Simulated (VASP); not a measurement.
Set up this calculation in VASP 6.6.1, as the native input.

```
Task                   : single point
Functional             : PBE
Potentials or basis    : VASP PAW PBE potentials, release 64 (Li_sv, Al, O)
Cutoff                 : 520 eV
k mesh                 : 12 × 12 × 4
Occupations            : gaussian, width 0.1 eV
Spin                   : no spin polarisation
Dipole correction      : no
Further INCAR settings : ALGO = Normal; EDIFF = 1e-06; NBANDS = 18
```

The structure of Li2AlO2 lies in POSCAR:

```
Li2AlO2
1.0
    2.7926704511      0.0000000000      0.0000000000
   -1.3963352255      2.4185235550      0.0000000000
    0.0000000000      0.0000000000      7.2303531300
Li Al O
2 1 2
Direct
    0.6666666667      0.3333333333      0.3262225517
    0.3333333333      0.6666666667      0.6737774483
    0.0000000000      0.0000000000      0.0000000000
    0.3333333333      0.6666666667      0.1421586921
    0.6666666667      0.3333333333      0.8578413079
```

The input as run:

INCAR

```
PREC = Accurate
ENCUT = 520
EDIFF = 1E-6
ISMEAR = 0
SIGMA = 0.1
LREAL = False
LASPH = True
NELM = 60
ALGO = Normal
ISIF = 2
LWAVE = False
LCHARG = False
GGA = PE
NBANDS = 18
```

KPOINTS

```
Automatic mesh
0
Gamma
  12 12 4
```

Potentials or basis: VASP PAW PBE potentials, release 64 (Li_sv, Al, O).

Run with:

```console
$ cat potpaw_PBE.64/Li_sv/POTCAR potpaw_PBE.64/Al/POTCAR potpaw_PBE.64/O/POTCAR > POTCAR
$ mpirun -np 1 vasp_std > vasp.out
```

It gave:

The band gap on the k mesh is zero (an odd number of electrons rules out a gap without spin polarisation).

Caveat: an odd number of electrons without spin polarisation forces a metal; a magnetic or distorted state may lie lower.

Run time: 100 s on 1 thread of Intel Xeon 8259CL, on a shared host, peak memory 0.21 GiB.
